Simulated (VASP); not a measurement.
# InB3 (P6_3/mmc) in VASP: notebook

Runs on InB3. Level: PBE. Tasks: single point, relaxation of cell and atoms.

Program: VASP 6.6.1. These are calculated values, not measurements. Logs are shortened: lines on timing, memory, paths and dates and some standing lists are left out, and cuts for length are marked.

## Step 1: The cell of the first run

Symmetry: P6_3/mmc, No. 194, hexagonal system. Conventional cell: a = 6.256 Å, b = 6.256 Å, c = 3.072 Å, α = 90.00°, β = 90.00°, γ = 120.00°. Within 4.0 Å of In (site symmetry -6m2) lie 12 B at 2.97 to 3.21 Å and 8 In at 3.07 to 3.93 Å. Within 2.4 Å of B (site symmetry mm2) lie 6 B at 1.84 to 1.87 Å.

## Step 2: Single point, PBE

Contents of INCAR:

```
SYSTEM = InB3
PREC = Accurate
ENCUT = 520
EDIFF = 1E-6
ISMEAR = 0
SIGMA = 0.1
LREAL = .FALSE.
LASPH = .TRUE.
NELM = 80
ALGO = Normal
ISIF = 2
LWAVE = .FALSE.
LCHARG = .TRUE.
GGA = PE
LELF = .TRUE.
LVHAR = .TRUE.
NBANDS = 32
```

Contents of KPOINTS:

```
Automatic mesh
0
G
  6 6 4
  0 0 0
```

Contents of POSCAR:

```
InB3
1.0
    6.2562948235      0.0000000000      0.0000000000
   -3.1281474118      5.4181102507      0.0000000000
    0.0000000000      0.0000000000      3.0719435311
In B
2 6
Direct
    0.3333333333      0.6666666667      0.2500000000
    0.6666666667      0.3333333333      0.7500000000
    0.9017541904      0.8035083807      0.2500000000
    0.0982458096      0.9017541904      0.7500000000
    0.1964916193      0.0982458096      0.2500000000
    0.0982458096      0.1964916193      0.7500000000
    0.9017541904      0.0982458096      0.2500000000
    0.8035083807      0.9017541904      0.7500000000
```

Potentials or basis: VASP PAW PBE potentials, release 64 (In_d, B).

Run with:

```console
cat potpaw_PBE.64/In_d/POTCAR potpaw_PBE.64/B/POTCAR > POTCAR
mpirun -np 1 vasp_std > vasp.out
```

OUTCAR:

```text
SYSTEM = InB3
   PREC = Accurate
   ENCUT = 520
   EDIFF = 1E-6
   ISMEAR = 0
   LREAL = .FALSE.
   LASPH = .TRUE.
   NELM = 80
   ISIF = 2
   GGA = PE

 ion  position               nearest neighbor table
   1  0.333  0.667  0.250-   8 2.97   8 2.97   6 2.97   6 2.97   4 2.97   4 2.97   2 3.93   2 3.93
                             2 3.93   2 3.93   2 3.93   2 3.93
   2  0.667  0.333  0.750-   5 2.97   5 2.97   3 2.97   3 2.97   7 2.97   7 2.97   1 3.93   1 3.93
                             1 3.93   1 3.93   1 3.93   1 3.93
   3  0.902  0.804  0.250-   5 1.84   7 1.84   4 1.87   4 1.87   8 1.87   8 1.87   2 2.97   2 2.97

   4  0.098  0.902  0.750-   8 1.84   6 1.84   3 1.87   3 1.87   5 1.87   5 1.87   1 2.97   1 2.97

   5  0.196  0.098  0.250-   3 1.84   7 1.84   4 1.87   4 1.87   6 1.87   6 1.87   2 2.97   2 2.97

   6  0.098  0.196  0.750-   8 1.84   4 1.84   7 1.87   7 1.87   5 1.87   5 1.87   1 2.97   1 2.97

   7  0.902  0.098  0.250-   5 1.84   3 1.84   6 1.87   6 1.87   8 1.87   8 1.87   2 2.97   2 2.97

   8  0.804  0.902  0.750-   6 1.84   4 1.84   7 1.87   7 1.87   3 1.87   3 1.87   1 2.97   1 2.97

  LATTYP: Found a hexagonal cell.
 ALAT       =     6.2562948235
 C/A-ratio  =     0.4910164271

  Lattice vectors:

 A1 = (   6.2562948235,   0.0000000000,   0.0000000000)
 A2 = (  -3.1281474118,   5.4181102507,   0.0000000000)
 A3 = (   0.0000000000,   0.0000000000,   3.0719435311)

Analysis of symmetry for initial positions (statically):
=====================================================================
 Subroutine PRICEL returns:
 Original cell was already a primitive cell.

 Routine SETGRP: Setting up the symmetry group for a
 hexagonal supercell.

 Subroutine GETGRP returns: Found 24 space group operations
 (whereof 12 operations were pure point group operations)
 out of a pool of 24 trial point group operations.

The static configuration has the point symmetry D_3d.
 The point group associated with its full space group is D_6h.

Analysis of symmetry for dynamics (positions and initial velocities):
=====================================================================
 Subroutine PRICEL returns:
 Original cell was already a primitive cell.

 Routine SETGRP: Setting up the symmetry group for a
 hexagonal supercell.

 Subroutine GETGRP returns: Found 24 space group operations
 (whereof 12 operations were pure point group operations)
 out of a pool of 24 trial point group operations.

The dynamic configuration has the point symmetry D_3d.
 The point group associated with its full space group is D_6h.

 Subroutine INISYM returns: Found 24 space group operations
 (whereof 12 operations are pure point group operations),
 and found     1 'primitive' translations

----------------------------------------------------------------------------------------

                                     Primitive cell

  volume of cell :     104.1306

  direct lattice vectors                    reciprocal lattice vectors
     6.256294824  0.000000000  0.000000000     0.159839015  0.092283098  0.000000000
    -3.128147412  5.418110251  0.000000000     0.000000000  0.184566196  0.000000000
     0.000000000  0.000000000  3.071943531     0.000000000  0.000000000  0.325526817

  length of vectors
     6.256294824  6.256294824  3.071943531     0.184566196  0.184566196  0.325526817

  position of ions in fractional coordinates (direct lattice)
     0.333333333  0.666666667  0.250000000
     0.666666667  0.333333333  0.750000000
     0.901754190  0.803508381  0.250000000
     0.098245810  0.901754190  0.750000000
     0.196491619  0.098245810  0.250000000
     0.098245810  0.196491619  0.750000000
     0.901754190  0.098245810  0.250000000
     0.803508381  0.901754190  0.750000000

  ion indices of the primitive-cell ions
   primitive index   ion index
                 1           1
                 2           2
                 3           3
                 4           4
                 5           5
                 6           6
                 7           7
                 8           8

----------------------------------------------------------------------------------------

 KPOINTS: Automatic mesh

Automatic generation of k-mesh.
 Grid dimensions read from file:
 generate k-points for:    6    6    4

 Generating k-lattice:

  Cartesian coordinates                     Fractional coordinates (reciprocal lattice)
     0.026639836  0.015380516  0.000000000     0.166666667  0.000000000  0.000000000
     0.000000000  0.030761033  0.000000000     0.000000000  0.166666667  0.000000000
     0.000000000  0.000000000  0.081381704     0.000000000  0.000000000  0.250000000

  Length of vectors
     0.030761033  0.030761033  0.081381704

  Shift w.r.t. Gamma in fractional coordinates (k-lattice)
     0.000000000  0.000000000  0.000000000

 Subroutine IBZKPT returns following result:
 ===========================================

 Found     21 irreducible k-points:

 Following reciprocal coordinates:
            Coordinates               Weight
  0.000000  0.000000  0.000000      1.000000
  0.166667 -0.000000  0.000000      6.000000
  0.333333 -0.000000  0.000000      6.000000
  0.500000  0.000000  0.000000      3.000000
  0.166667  0.166667  0.000000      6.000000
  0.333333  0.166667  0.000000     12.000000
[... 13 lines left out ...]
  0.333333  0.166667  0.500000     12.000000
  0.333333  0.333333  0.500000      2.000000
   k-points           NKPTS =     21   k-points in BZ     NKDIM =     21   number of bands    NBANDS=     32
   number of dos      NEDOS =    301   number of ions     NIONS =      8
   total plane-waves  NPLWV =  55296
   dimension x,y,z NGX =    48 NGY =   48 NGZ =   24
   dimension x,y,z NGXF=    96 NGYF=   96 NGZF=   48
   ions per type =               2   6
   NGX,Y,Z   is equivalent  to a cutoff of  12.75, 12.75, 12.99 a.u.
   NGXF,Y,Z  is equivalent  to a cutoff of  25.51, 25.51, 25.98 a.u.
 SYSTEM =  InB3
   PREC   = accura    normal or accurate (medium, high low for compatibility)
   ISTART =      0    job   : 0-new  1-cont  2-samecut
   ICHARG =      2    charge: 1-file 2-atom 10-const
   ISPIN  =      1    spin polarized calculation?
   LNONCOLLINEAR =      F non collinear calculations
   LSORBIT =      F    spin-orbit coupling
   LASPH  =      T    aspherical Exc in radial PAW
   ENCUT  =  520.0 eV  38.22 Ry    6.18 a.u.  11.63 11.63  5.71*2*pi/ulx,y,z
   NELM   =     80;   NELMIN=  2; NELMDL= -5     # of ELM steps
   EDIFF  = 0.1E-05   stopping-criterion for ELM
   LREAL  =      F    real-space projection
   EDIFFG = 0.1E-04   stopping-criterion for IOM
   NSW    =      0    number of steps for IOM
   IBRION =     -1    ionic relax: 0-MD 1-quasi-New 2-CG
   NFREE  =      0    steps in history (QN), initial steepest desc. (CG)
   ISIF   =      2    stress and relaxation
   ISYM   =      2    0-nonsym 1-usesym 2-fastsym
   POTIM  = 0.5000    time-step for ionic-motion
   TEBEG  =    0.0;   TEEND  =   0.0 temperature during run
   PSTRESS=    0.0 pullay stress
   NELECT =      44.0000    total number of electrons
   NUPDOWN=      -1.0000    fix difference up-down
   EMIN   =  10.00;   EMAX   =-10.00  energy-range for DOS
   EFERMI =   0.00;   METHOD = LEGACY
   ISMEAR =     0;   SIGMA  =   0.10  broadening in eV -4-tet -1-fermi 0-gaus
   EFERMI_NEDOS =   21; number of points for ismear=-14 and -15
   IALGO  =     38    algorithm
   IMIX   =      4    mixing-type and parameters
     AMIX     =   0.40;   BMIX     =  1.00
     AMIX_MAG =   1.60;   BMIX_MAG =  1.00
  volume/ion in A,a.u.               =      13.02        87.84
  Fermi-wavevector in a.u.,A,eV,Ry     =   1.228475  2.321481 20.533241  1.509151
  Thomas-Fermi vector in A             =   2.363399
   LORBIT       =      0    0 simple, 1 ext, 2 COOP (PROOUT), +10 PAW based schemes
   GGA     = PE    functional components
   LHFCALC =     F    Hartree Fock is set to
   AEXX    =    0.0000 exact exchange contribution
   IVDW    =     0    specifies the selected vdW correction
   LEPSILON=     F    determine dielectric tensor
   LRPA    =     F    only Hartree local field effects (RPA)
 non-spin polarized calculation
 Gauss-broadening in eV      SIGMA  =   0.10
  energy-cutoff  :      520.00
  volume of cell :      104.13
 maximum number of plane-waves:      2844
 NGX is ok and might be reduce to    48
   NGX = 23   NGY = 23   NGZ = 11

 number of electron      44.0000003 magnetization

 Free energy of the ion-electron system (eV)
  ---------------------------------------------------
  ext. energy  EPLUGINS =         0.00000000
  ---------------------------------------------------
  free energy    TOTEN  =       -37.49209966 eV

  energy without entropy =      -37.45700322  energy(sigma->0) =      -37.47455144

 E-fermi :   6.1303     XC(G=0): -10.5476

 val. band max:        6.1251899015   @ k =   0.3333   0.1667   0.0000
 cond. band min:       6.1358685194   @ k =   0.1667   0.1667   0.0000
 fundamental gap:      0.0106786179
 Fermi energy:         6.1302791751

 k-point     1 :       0.0000    0.0000    0.0000
  band No.  band energies     occupation
      1      -9.9697      2.00000
      2      -8.4172      2.00000
      3      -8.3909      2.00000
      4      -8.1388      2.00000
      5      -8.1388      2.00000
      6      -8.1209      2.00000
[... 24 lines left out ...]
     31      14.0071      0.00000
     32      14.0114      0.00000

 k-point     2 :       0.1667   -0.0000    0.0000
  band No.  band energies     occupation
      1      -9.9646      2.00000
      2      -8.4161      2.00000
      3      -8.3943      2.00000
      4      -8.1493      2.00000
      5      -8.1437      2.00000
      6      -8.1069      2.00000
[... 24 lines left out ...]
     31      13.2359      0.00000
     32      13.7126      0.00000
[... 628 lines left out ...]
     31      12.4420      0.00000
     32      12.4420      0.00000

 k-point    21 :       0.3333    0.3333    0.5000
  band No.  band energies     occupation
      1      -8.2241      2.00000
      2      -8.2241      2.00000
      3      -8.2184      2.00000
      4      -8.2184      2.00000
      5      -8.1007      2.00000
      6      -8.1007      2.00000
[... 24 lines left out ...]
     31      12.3771      0.00000
     32      12.3771      0.00000

------------------------ aborting loop because EDIFF is reached ----------------------------------------

  FORCE on cell =-STRESS in cart. coord.  units (eV):
  Direction    XX          YY          ZZ          XY          YZ          ZX
  --------------------------------------------------------------------------------------
  -------------------------------------------------------------------------------------
  Total       -0.0176980     -0.0176980     -0.0644053      0.0000000      0.0000000      0.0000000
  in kB       -0.2723050     -0.2723050     -0.9909556      0.0000000      0.0000000      0.0000000
  external PRESSURE =      -0.5118552 kB  Pullay stress =       0.0000000 kB

 VOLUME and BASIS-vectors are now :
 -----------------------------------------------------------------------------
  energy-cutoff  :      520.00
  volume of cell :      104.13
      direct lattice vectors                 reciprocal lattice vectors
     6.256294824  0.000000000  0.000000000     0.159839015  0.092283098  0.000000000
    -3.128147412  5.418110251  0.000000000     0.000000000  0.184566196  0.000000000
     0.000000000  0.000000000  3.071943531     0.000000000  0.000000000  0.325526817

 POSITION                                       TOTAL-FORCE (eV/Angst)
 -----------------------------------------------------------------------------------
     -0.00000      3.61207      0.76799         0.000000      0.000000      0.000000
      3.12815      1.80604      2.30396         0.000000      0.000000      0.000000
      3.12815      4.35350      0.76799         0.000000     -0.001310     -0.000000
     -2.20617      4.88580      2.30396         0.001134     -0.000655     -0.000000
      0.92198      0.53231      0.76799         0.001134      0.000655      0.000000
     -0.00000      1.06461      2.30396        -0.000000      0.001310      0.000000
      5.33431      0.53231      0.76799        -0.001134      0.000655      0.000000
      2.20617      4.88580      2.30396        -0.001134     -0.000655     -0.000000
 -----------------------------------------------------------------------------------
    total drift:                                0.000000     -0.000000      0.000000

  FREE ENERGIE OF THE ION-ELECTRON SYSTEM (eV)
  ---------------------------------------------------
  free  energy   TOTEN  =       -37.4920996626 eV

  energy  without entropy=      -37.4570032152  energy(sigma->0) =      -37.47455144
```

Wall time 57 s (1 thread of Intel Xeon Platinum 8259CL at 2.50GHz (Skylake/Cascade Lake), shared host); peak memory 0.25 GiB.

What came out:

- Free energy: -37.4921 eV
- Pressure: -0.1 GPa
- Band gap on the k mesh: zero (bands 22 and 23 overlap by 1.36 eV)

Caveat: the k points lie up to 0.51 Å⁻¹ apart, too coarse for converged energies and pressures of a metal; spin-orbit coupling is left out, which moves the levels of the heavy elements.

## Step 3: Relaxation of cell and atoms, PBE

This run uses another cell than the first one, of 11.07 Å³/atom.

Contents of INCAR:

```
SYSTEM = InB3
PREC = Accurate
ENCUT = 600
EDIFF = 1E-6
ISMEAR = 0
SIGMA = 0.1
LREAL = .False.
LASPH = .True.
NELM = 80
ALGO = Normal
ISIF = 3
LWAVE = .False.
LCHARG = .False.
GGA = PE
IBRION = 2
NSW = 90
EDIFFG = -0.04
```

Contents of KPOINTS:

```
regular mesh
0
Gamma
  6 6 4
  0 0 0
```

Contents of POSCAR:

```
InB3
1.0
    5.0314330407      0.0000000000      0.0000000000
   -2.5157165204      4.3573488307      0.0000000000
    0.0000000000      0.0000000000      4.0385013266
In B
2 6
Direct
    0.3333333333      0.6666666667      0.2500000000
    0.6666666667      0.3333333333      0.7500000000
    0.8330000000      0.6660000000      0.2500000000
    0.1670000000      0.8330000000      0.7500000000
    0.3340000000      0.1670000000      0.2500000000
    0.1670000000      0.3340000000      0.7500000000
    0.8330000000      0.1670000000      0.2500000000
    0.6660000000      0.8330000000      0.7500000000
```

Potentials or basis: VASP PAW PBE potentials, release 64 (In_d, B).

Run with:

```console
cat potpaw_PBE.64/In_d/POTCAR potpaw_PBE.64/B/POTCAR > POTCAR
mpirun -np 1 vasp_std > vasp.out
```

Wall time 24 min (1 thread of Intel Xeon Platinum 8259CL at 2.50GHz (Skylake/Cascade Lake), shared host); peak memory 0.25 GiB.

The run converged. Its results:

| Quantity | Value |
| --- | --- |
| Free energy | -37.4074 eV |
| Relaxed volume | 12.17 Å³/atom |
| Relaxed cell | a = 6.267 Å, b = 6.267 Å, c = 2.862 Å, α = 90.00°, β = 90.00°, γ = 120.00° |
| Space group after relaxing (to 0.1 Å) | P6_3/mmc (No. 194) |
| Energy gained by relaxing | 1115.1 meV/atom |
| Ionic steps | 42 |
| Pressure after relaxing | -0.2 GPa |
| Largest force after relaxing | 0.015 eV/Å |
| Band gap on the k mesh | zero (bands 22 and 23 overlap by 1.11 eV) |

Forces in eV/Å, atoms in the order of the input:
```
In   0.000  0.000  0.000
In   0.000  0.000  0.000
B    0.000  0.015  0.000
B   -0.013  0.008  0.000
B   -0.013 -0.008  0.000
B    0.000 -0.015  0.000
B    0.013 -0.008  0.000
B    0.013  0.008  0.000
```

The path:
| step | energy change (eV) | largest force (eV/Å) | pressure (GPa) | volume (Å³) |
| --- | --- | --- | --- | --- |
| 1 | 0.0000 | 1.2453 | 6.36 | 88.54 |
| 3 | -1.2686 | 2.2831 | -15.72 | 107.32 |
| 5 | -1.6693 | 2.4653 | -19.73 | 118.05 |
| 7 | -2.1447 | 2.4354 | -20.38 | 120.94 |
| 9 | -3.1368 | 0.6201 | -11.92 | 134.51 |
| 11 | -3.4061 | 0.6336 | -13.48 | 129.76 |
| 13 | -5.7702 | 0.0565 | -9.05 | 100.49 |
| 15 | -6.1081 | 0.0983 | -3.12 | 93.11 |
| 17 | -6.1647 | 0.0019 | 0.74 | 89.38 |
| 19 | -6.3204 | 1.0155 | -0.17 | 87.39 |
| 21 | -7.1167 | 0.7502 | 26.78 | 75.09 |
| 23 | -7.2747 | 0.9516 | 15.29 | 77.97 |
| 25 | -7.7695 | 0.3817 | 19.71 | 78.73 |
| 27 | -7.9541 | 0.0056 | 20.23 | 78.88 |
| 29 | -7.9665 | 0.0432 | 20.83 | 78.93 |
| 31 | -8.4209 | 0.5899 | 6.96 | 86.48 |
| 33 | -8.7518 | 0.6186 | 1.88 | 90.53 |
| 35 | -8.7659 | 0.5404 | -0.61 | 92.21 |
| 37 | -8.8124 | 0.4503 | 0.45 | 91.99 |
| 39 | -8.8561 | 0.4396 | 4.10 | 95.81 |
| 41 | -8.9189 | 0.0380 | 0.61 | 96.32 |
| 42 | -8.9204 | 0.0154 | -0.22 | 97.35 |

Final structure:
```yaml
crystal:
  lattice:
    - [6.26687, 0.00000, 0.00000]
    - [-3.13344, 5.42727, 0.00000]
    - [0.00000, 0.00000, 2.86234]
  atoms:
    - { symbol: In, position: [0.33333, 0.66667, 0.25000] }
    - { symbol: In, position: [0.66667, 0.33333, 0.75000] }
    - { symbol: B, position: [0.89141, 0.78282, 0.25000] }
    - { symbol: B, position: [0.10859, 0.89141, 0.75000] }
    - { symbol: B, position: [0.21718, 0.10859, 0.25000] }
    - { symbol: B, position: [0.10859, 0.21718, 0.75000] }
    - { symbol: B, position: [0.89141, 0.10859, 0.25000] }
    - { symbol: B, position: [0.78282, 0.89141, 0.75000] }
```

Levels at points of the mesh, in eV from the Fermi level:
| k point | band 20 | band 21 | band 22 | band 23 | band 24 | band 25 |
| --- | --- | --- | --- | --- | --- | --- |
| (0.00, 0.00, 0.00) | -0.08 | -0.08 | 0.00 | 0.39 | 0.39 | 1.66 |
| (0.50, 0.00, 0.00) | -2.15 | -0.86 | 0.29 | 0.30 | 0.38 | 2.24 |
| (0.00, 0.00, 0.50) | -1.74 | -1.74 | -1.74 | -0.72 | -0.72 | 3.29 |
| (0.50, 0.00, 0.50) | -1.60 | -1.30 | -1.30 | -0.68 | -0.68 | 2.45 |

Caveat: the k points lie up to 0.55 Å⁻¹ apart in the final cell, too coarse for converged energies and pressures of a metal; a cell axis changed by over 15 % at a fixed basis, so the end point is rough; spin-orbit coupling is left out, which moves the levels of the heavy elements.
